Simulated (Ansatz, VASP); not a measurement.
**CsGa in VASP and in Ansatz**

The input INCAR:

```
PREC = Accurate ; ENCUT = 520
EDIFF = 1E-6 ; ISMEAR = -1
SIGMA = 0.05 ; LREAL = False
LASPH = True ; NELM = 60
ALGO = Normal ; ISIF = 2
LWAVE = False ; LCHARG = False
GGA = PS ; NBANDS = 30
```

Contents of KPOINTS:

```
Automatic mesh
0
Gamma
  6 6 6
```

File POSCAR:

```
CsGa
1.0
    0.0000000000      4.0341668935      4.0341668935
    4.0341668935      0.0000000000      4.0341668935
    4.0341668935      4.0341668935      0.0000000000
Cs Ga
2 2
Direct
    0.1250000000      0.1250000000      0.1250000000
   -0.1250000000     -0.1250000000     -0.1250000000
    0.3750000000      0.3750000000      0.3750000000
   -0.3750000000     -0.3750000000     -0.3750000000
```

Input for Ansatz:

```yaml
crystal:
  lattice:
    - [0.0, 4.0341668935, 4.0341668935]
    - [4.0341668935, 0.0, 4.0341668935]
    - [4.0341668935, 4.0341668935, 0.0]
  atoms:
    - { symbol: Cs, position: [0.125, 0.125, 0.125] }
    - { symbol: Cs, position: [-0.125, -0.125, -0.125] }
    - { symbol: Ga, position: [0.375, 0.375, 0.375] }
    - { symbol: Ga, position: [-0.375, -0.375, -0.375] }
kpoints:
  mp_grid: { grid: [6, 6, 6] }
  band_path:
    path:
      - [0.0, 0.0, 0.0]
      - [0.5, 0.0, 0.5]
      - [0.625, 0.25, 0.625]
      - [0.375, 0.375, 0.75]
      - [0.0, 0.0, 0.0]
      - [0.5, 0.5, 0.5]
      - [0.5, 0.25, 0.75]
      - [0.5, 0.0, 0.5]
    npoints: 14
scf:
  occupations: { method: fermi_dirac, width: 0.05 }
hamiltonian:
  xc: pbesol
  pseudopotentials: { kind: all_electron, lapw: { basis_error: 0.0005 } }
output:
  forces: true
  stress: true
  eigenvalues: true
  populations: true
  dos: { projected: true, de: 0.2, e_range: [-14, 8] }
```

Alike in both runs: task single point; functional PBEsol; k mesh 6 × 6 × 6; occupations fermi-dirac, width 0.05 eV; no spin polarisation.

|  | VASP | Ansatz |
| --- | --- | --- |
| version | VASP 6.6.1 | Ansatz 0.2.0 |
| potentials or method | VASP PAW PBE potentials, release 64 (Cs_sv, Ga_d), cutoff 520 eV | all-electron LAPW, scalar-relativistic |

Ansatz gave:

| Item | Value |
| --- | --- |
| pressure (GPa) | 0.0 |

Estimate VASP's values.

pressure (GPa): 0.2.

VASP's potentials were made for PBE, not for PBEsol. Ansatz ran all-electron here, and VASP with PAW potentials.

Spin-orbit coupling is off throughout.
